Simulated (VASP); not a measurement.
## SnTe3: single point with PBEsol+D3(BJ)

SnTe3:

```
CELL_PARAMETERS angstrom
0.00000 3.72401 3.72401
3.72401 0.00000 3.72401
3.72401 3.72401 0.00000
ATOMIC_POSITIONS crystal
Te 0.50000 0.50000 0.50000
Te 0.75000 0.75000 0.75000
Te 0.25000 0.25000 0.25000
Sn 0.00000 0.00000 0.00000
```

```yaml
Program: VASP 6.6.1
Task: single point
Functional: PBEsol
Dispersion: D3(BJ)
Potentials_or_basis: VASP PAW PBE potentials, release 64 (Te, Sn_d)
Cutoff: 520 eV
k_mesh: 6 × 6 × 6
Occupations: fermi-dirac, width 0.05 eV
Spin: no spin polarisation
```

The pressure is 0.0 GPa and the band gap on the k mesh is zero (band 16 reaches 9.48 eV, above the bottom of band 17 at 6.90 eV). The dispersion energy per atom is -0.504 eV.

Levels at points of the mesh, in eV from the Fermi level:
```
           k point  band 14  band 15  band 16  band 17  band 18  band 19
(0.00, 0.00, 0.00)    -3.80    -3.80    -2.19    -2.19    -2.19     2.68
(0.50, 0.00, 0.00)    -2.03    -2.01     0.39     0.39     1.62     1.72
(0.50, 0.50, 0.00)    -0.65    -0.65     0.10     0.17     0.17     2.31
```

Run time: 24 s on 1 thread of Intel(R) Xeon(R) 6975P-C (Granite Rapids), with other jobs on the host, peak memory 0.25 GiB.

Caveat: the PAW data sets were made with another functional, which shifts forces and pressure a little; spin-orbit coupling is left out, which moves the levels of the heavy elements; pairwise dispersion overbinds metals, which lowers pressure and volume.
